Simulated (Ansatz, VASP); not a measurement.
This is a calculation of SnSe for VASP 6.6.1.

INCAR

```
PREC = Accurate
ENCUT = 520
EDIFF = 1E-7
ISMEAR = -1
SIGMA = 0.05
LREAL = False
LASPH = True
NELM = 60
ALGO = Normal
ISIF = 2
LWAVE = False
LCHARG = False
GGA = PE
NBANDS = 17
```

File KPOINTS:

```
regular mesh
0
Gamma
  7 7 7
```

File POSCAR:

```
SnSe
1.0
    0.0000000000      3.4354614328      3.4354614328
    3.4354614328      0.0000000000      3.4354614328
    3.4354614328      3.4354614328      0.0000000000
Sn Se
1 1
Direct
    0.0000000000      0.0000000000      0.0000000000
    0.7500000000      0.7500000000      0.7500000000
```

Potentials or basis: VASP PAW PBE potentials, release 64 (Sn_d, Se).

The run is started by

```sh
$ cat potpaw_PBE.64/Sn_d/POTCAR potpaw_PBE.64/Se/POTCAR > POTCAR
$ mpirun -np 1 vasp_std > vasp.out
```

**Question.** Translate it to Ansatz 0.2.0. Potentials there: Ansatz PAW soft_1.

**Answer.** As run (the cutoff follows the program's own potentials):

The input input.yaml:

```yaml
crystal:
  lattice:
    - [0.0, 3.4354614328, 3.4354614328]
    - [3.4354614328, 0.0, 3.4354614328]
    - [3.4354614328, 3.4354614328, 0.0]
  atoms:
    - { symbol: Sn, position: [0.0, 0.0, 0.0] }
    - { symbol: Se, position: [0.75, 0.75, 0.75] }
hamiltonian:
  xc: pbe
  pseudopotentials: { kind: paw, azcp: { folder: soft_1 } }
kpoints:
  mp_grid: { grid: [7, 7, 7] }
scf:
  occupations: { method: fermi_dirac, width: 0.05 }
output:
  forces: true
  stress: true
  eigenvalues: true
```

Potentials or basis: Ansatz PAW soft_1.

Command:

```sh
$ ansatz run input.yaml --threads 1 --pin off --max-ram 3584MiB --backend cpu --events-out ev --progress --plain --runs-dir out
```

Both were run:

|  | VASP | Ansatz | Ansatz less VASP |
| --- | --- | --- | --- |
| gap on the k mesh at the Fermi level (eV) | 0.40 | 0.40 | +0.002 |
| least direct gap on the mesh (eV) | 0.80 | 0.80 | +0.001 |
| pressure (GPa) | -1.1 | -1.2 | 0.00 |

With one functional, cell and mesh, what is left measures potentials, basis and numerics. VASP's potentials hold 20 valence electrons a cell and Ansatz's 30, so a difference there can come from the potentials and not from the codes.

Noted on Ansatz's run: odd divisions of the mesh miss points on the zone boundary, where band edges often lie, so the gap on the mesh can be too wide.
